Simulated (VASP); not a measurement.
Ir: single point with PBE

Ir:

```
Ir
1.0
     0.00000    1.95781    1.92901
     1.92901    0.00000    1.92901
     1.92901    1.95781    0.00000
Ir
1
Cartesian
  0.0000 0.0000 0.0000
```

This cell differs from its parent crystal: strained.

| Item | Value |
| --- | --- |
| Program | VASP 6.6.1 |
| Task | single point |
| Functional | PBE |
| Potentials or basis | VASP PAW PBE potentials, release 64 (Ir) |
| Cutoff | 520 eV |
| k mesh | 16 × 16 × 16 |
| Occupations | gaussian, width 0.1 eV |
| Spin | no spin polarisation |
| Dipole correction | no |
| Further INCAR settings | ALGO = Fast; EDIFF = 1e-07; NBANDS = 10 |

| Item | Value |
| --- | --- |
| Pressure | -1.0 GPa |

Stress tensor (GPa, compression positive):
```
 0.70  0.00  0.00
 0.00 -4.37  0.00
 0.00  0.00  0.70
```

Levels at points of the mesh, in eV from the Fermi level:
```
           k point  band 2  band 3  band 4  band 5  band 6  band 7
(0.00, 0.00, 0.00)   -3.83   -3.64   -3.64   -1.26   -1.02   14.39
(0.50, 0.00, 0.00)   -3.90   -3.70   -0.68    0.80    0.91    6.98
(0.50, 0.50, 0.00)   -7.02    0.81    1.32    1.50    1.81   10.26
(0.50, 0.00, 0.50)   -7.01    0.84    1.39    1.39    1.51    9.86
```

Run time: 34 s on 1 thread of AMD EPYC 9R45 96-Core Processor (Zen 5), on a shared host, peak memory 0.14 GiB.

Caveat: the cell differs from its parent crystal (strained); spin-orbit coupling is left out, which moves the levels of the heavy elements.
